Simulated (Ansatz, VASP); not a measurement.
## NiO: VASP beside Ansatz

INCAR

```
PREC = Accurate ; ENCUT = 700
EDIFF = 1E-6 ; ISMEAR = 0
SIGMA = 0.05 ; LREAL = F
LASPH = T ; NELM = 200
ALGO = Normal ; ISIF = 2
LWAVE = F ; LCHARG = F
ISPIN = 2 ; MAGMOM = 1.85 0.26
LORBIT = 11 ; LMAXMIX = 4
LDAU = T ; LDAUTYPE = 1
LDAUL = 2 -1 ; LDAUU = 6 0
LDAUJ = 0.9 0 ; LDAUPRINT = 1
NBANDS = 23 ; GGA_COMPAT = F
```

The input KPOINTS:

```
Automatic mesh
0
Gamma
  8 8 8
```

File POSCAR:

```
NiO
1.0
    0.0000000000      2.0913095100      2.0913095100
    2.0913095100      0.0000000000      2.0913095100
    2.0913095100      2.0913095100      0.0000000000
Ni O
1 1
Direct
    0.0000000000      0.0000000000      0.0000000000
    0.5000000000      0.5000000000      0.5000000000
```

Input for Ansatz:

```yaml
crystal:
  lattice:
    - [0.0, 2.09130951, 2.09130951]
    - [2.09130951, 0.0, 2.09130951]
    - [2.09130951, 2.09130951, 0.0]
  atoms:
    - { symbol: Ni, position: [0.0, 0.0, 0.0], spin: 2.0 }
    - { symbol: O, position: [0.5, 0.5, 0.5] }
basis:
  ecutwfc: 420
  ecutrho_ratio: 4
kpoints:
  mp_grid: { grid: [8, 8, 8] }
hamiltonian:
  xc: lda
  hubbard:
    sites:
      - { site: 0, l: d, u: 6.0, j: 0.9, starting_ns: [{ spin: up, occupation_matrix: s0up }, { spin: down, occupation_matrix: s0down }] }
    occupation_matrices:
      s0up:
        matrix:
          - [0.97, 0.0, 0.0, 0.0, 0.0]
          - [0.0, 0.97, 0.0, 0.0, 0.0]
          - [0.0, 0.0, 0.97, 0.0, 0.0]
          - [0.0, 0.0, 0.0, 0.97, 0.0]
          - [0.0, 0.0, 0.0, 0.0, 0.97]
      s0down:
        matrix:
          - [0.02, 0.0, 0.0, 0.0, 0.0]
          - [0.0, 0.97, 0.0, 0.0, 0.0]
          - [0.0, 0.0, 0.97, 0.0, 0.0]
          - [0.0, 0.0, 0.0, 0.02, 0.0]
          - [0.0, 0.0, 0.0, 0.0, 0.97]
    ns_hold: { iters: 10 }
scf:
  occupations: { method: gaussian, width: 0.05 }
  lower_state_search: "off"
  max_iter: 150
output:
  forces: true
  stress: true
  eigenvalues: true
  populations: true
  hubbard: { sites: [{ site: 0, l: d }] }
  write_density: true
  write_potential: true
  elf: true
  volumetric_format: npy
magnetization:
  spin_polarized: true
```

Alike in both runs: task single point; functional LDA; k mesh 8 × 8 × 8; occupations gaussian, width 0.05 eV; collinear spin; Hubbard terms Ni d U = 6.0 eV, J = 0.9 eV.

```csv
,VASP,Ansatz
version,VASP 6.6.1,Ansatz 0.2.0
potentials or method,"VASP PAW LDA potentials, release 64 (Ni_sv_GW, O), cutoff 700 eV","scalar-relativistic, plane waves, PAW"
valence electrons in the cell,24,24
```

```csv
,VASP,Ansatz,Ansatz less VASP
gap on the k mesh at the Fermi level (eV),1.80,1.52,-0.287
least direct gap on the mesh (eV),2.76,2.39,-0.372
pressure (GPa),-9.0,-6.3,+2.69
net moment per atom (μB),1.00,1.00,0.000
size of the moment on the site where the two differ most (μB),1.74,1.69,-0.055
```

LDA's correlation is that of Perdew and Zunger in VASP and of Perdew and Wang (1992) in Ansatz. Site moments also hang on the region over which each program counts them. The programs project onto different local orbitals, so the same U acts differently, and such runs can settle in different states.
